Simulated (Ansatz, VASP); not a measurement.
# Two plane-wave programs on P

```
CELL_PARAMETERS angstrom
1.65310 -5.08402 0.00000
1.65310 5.08402 0.00000
0.00000 0.00000 4.14317
ATOMIC_POSITIONS crystal
P 0.39361 0.60639 0.57164
P 0.60639 0.39361 0.42836
P 0.89361 0.10639 0.92836
P 0.10639 0.89361 0.07164
```

Alike in both runs: functional LDA; k mesh 14 × 14 × 10; occupations gaussian, width 0.05 eV; no spin polarisation.

Ansatz relaxed the structure, and its values are those at the end. VASP's run is a single point on that final structure, the one shown.

|  | VASP | Ansatz |
| --- | --- | --- |
| version | VASP 6.6.1 | Ansatz 0.2.0 |
| potentials or method | VASP PAW LDA potentials, release 64 (P), cutoff 520 eV | scalar-relativistic, plane waves, PAW |
| valence electrons in the cell | 20 | 20 |

Ansatz gave:

* pressure (GPa): -0.1
* rms of the force components (eV/Å): 0.007

**Question.** What did VASP give for the same quantities?

**Answer.** Pressure (GPa): -0.3; rms of the force components (eV/Å): 0.029.

LDA's correlation is that of Perdew and Zunger in VASP and of Perdew and Wang (1992) in Ansatz.
